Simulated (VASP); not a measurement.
The system is InP.

```
In P
1.0
     0.00000    2.96906    2.96906
     2.96906    0.00000    2.96906
     2.96906    2.96906    0.00000
In P
1 1
Direct
  0.00000 0.00000 0.00000
  0.75000 0.75000 0.75000
```

Base run:

```yaml
Program: VASP 6.6.1
Functional: b88 exchange, pbe correlation
Potentials_or_basis: VASP PAW PBE potentials, release 64 (In_d, P)
Cutoff: 500 eV
k_mesh: 8 × 8 × 8
Occupations: fermi-dirac, width 0.05 eV
Spin: no spin polarisation
```

Its results: band gap on the k mesh 0.48 eV; pressure 0.5 GPa.

Q: The run is repeated on the same cell with these changes: functional from b88 exchange, pbe correlation to r2SCAN50; cutoff from 500 eV to 520 eV; k mesh from 8 × 8 × 8 to 4 × 4 × 4. What comes out?

A: Band gap on the k mesh 3.63 eV; pressure -3.7 GPa.

Several settings changed at once.

Caveats: some runs use coarse meshes; the PAW data sets were made with another functional, which shifts forces and pressure a little; spin-orbit coupling is left out, which moves the levels of the heavy elements.

